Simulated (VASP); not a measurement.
A run of VASP 6.6.1 is set up as follows.

File INCAR:

```
SYSTEM = W
PREC = Accurate
ENCUT = 520
EDIFF = 1E-6
ISMEAR = 0
SIGMA = 0.15
LREAL = .FALSE.
LASPH = .TRUE.
NELM = 80
ALGO = Fast
ISIF = 2
LWAVE = .FALSE.
LCHARG = .TRUE.
GGA = PS
LELF = .TRUE.
LVHAR = .TRUE.
NBANDS = 13
```

File KPOINTS:

```
regular mesh
0
G
  26 26 26
  0 0 0
```

File POSCAR:

```
W
1.0
    0.0000000000      1.9390258939      1.9989957669
    1.9390258939      0.0000000000      1.9989957669
    1.9390258939      1.9390258939      0.0000000000
W
1
Direct
    0.0000000000      0.0000000000      0.0000000000
```

Potentials or basis: VASP PAW PBE potentials, release 64 (W_sv).

Run with:

```bash
$ cat potpaw_PBE.64/W_sv/POTCAR > POTCAR
$ mpirun -np 1 vasp_std > vasp.out
```

What does it give for the band gap on the k mesh?

Zero (band 7 reaches 15.40 eV, above the bottom of band 8 at 11.02 eV).

Predict the pressure.

21.7 GPa.

Stress tensor (GPa, compression positive):
```
18.83  0.00  0.00
 0.00 18.83  0.00
 0.00  0.00 27.46
```

Caveat: the cell differs from its parent crystal (strain -0.030 along x and y, +0.000 along z); the PAW data sets were made with another functional, which shifts forces and pressure a little; spin-orbit coupling is left out, which moves the levels of the heavy elements.
